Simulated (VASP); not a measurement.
SrO: relaxation of cell and atoms with PBEsol+D4

Crystal: SrO.

```
CELL_PARAMETERS angstrom
0.00000 2.56630 2.56630
2.56630 0.00000 2.56630
2.56630 2.56630 0.00000
ATOMIC_POSITIONS crystal
Sr 0.50000 0.50000 0.50000
O 0.00000 0.00000 0.00000
```

```
Program                : VASP 6.6.1
Task                   : relaxation of cell and atoms
Functional             : PBEsol
Dispersion             : D4
Potentials or basis    : VASP PAW PBE potentials, release 64 (Sr_sv, O)
Cutoff                 : 600 eV
k mesh                 : 9 × 9 × 9
Occupations            : fermi-dirac, width 0.05 eV
Spin                   : no spin polarisation
Dipole correction      : no
Further INCAR settings : ALGO = Normal; EDIFF = 1e-06; IBRION = 2; EDIFFG = -0.01; NSW = 60; ISIF = 3
```

```json
{
  "Relaxed volume": "16.72 Å³/atom",
  "Relaxed cell": "a = 3.616 Å, b = 3.616 Å, c = 3.616 Å, α = 60.00°, β = 60.00°, γ = 60.00°",
  "Space group after relaxing (to 0.05 Å)": "Fm-3m (No. 225)",
  "Energy gained by relaxing": "0.6 meV/atom",
  "Ionic steps": "3",
  "Pressure after relaxing": "0.0 GPa",
  "Band gap on the k mesh": "3.20 eV, indirect (least direct gap 3.29 eV)",
  "Dispersion energy per atom": "-0.102 eV"
}
```

Step by step:
| step | energy change (eV) | largest force (eV/Å) | pressure (GPa) | volume (Å³) |
| --- | --- | --- | --- | --- |
| 1 | 0.0000 | 0.0000 | -1.03 | 33.80 |
| 2 | -0.0010 | 0.0000 | 0.46 | 33.27 |
| 3 | -0.0012 | 0.0000 | 0.01 | 33.43 |

Final structure:
```
Sr O
1.0
     0.00000    2.55687    2.55687
     2.55687    0.00000    2.55687
     2.55687    2.55687    0.00000
Sr O
1 1
Direct
  0.50000 0.50000 0.50000
  0.00000 0.00000 0.00000
```

Levels at points of the mesh, in eV from the valence-band top:
```
           k point  band 6  band 7  band 8  band 9  band 10  band 11
(0.00, 0.00, 0.00)    0.00    0.00    0.00    3.94     6.20     6.20
```

Run time: 22 s on 1 thread of AMD EPYC 9R45 96-Core Processor (Zen 5) (shared host), peak memory 0.15 GiB.

Caveat: the PAW data sets were made with another functional, which shifts forces and pressure a little. A k mesh can miss the band edges.
